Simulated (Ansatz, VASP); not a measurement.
One calculation of NaCl, two programs

```xyz
2
Lattice="2.8600 0.0000 0.0000 0.0000 2.8600 0.0000 0.0000 0.0000 2.8600" Properties=species:S:1:pos:R:3 pbc="T T T"
Na    0.0000    0.0000    0.0000
Cl    1.4300    1.4300    1.4300
```

Alike in both runs: task electric field gradients; functional PBE; k mesh 9 × 9 × 9; occupations fermi-dirac, width 0.03 eV; no spin polarisation.

```csv
,VASP,Ansatz
version,VASP 6.6.1,Ansatz 0.2.0
potentials or method,"VASP PAW PBE potentials, release 64 (Na_pv, Cl), cutoff 520 eV","all-electron PAW with datasets made for the crystal, scalar-relativistic"
```

```csv
,VASP,Ansatz,Ansatz less VASP
gap on the k mesh at the Fermi level (eV),4.77,4.72,-0.049
```

Ansatz ran all-electron here, and VASP with PAW potentials.
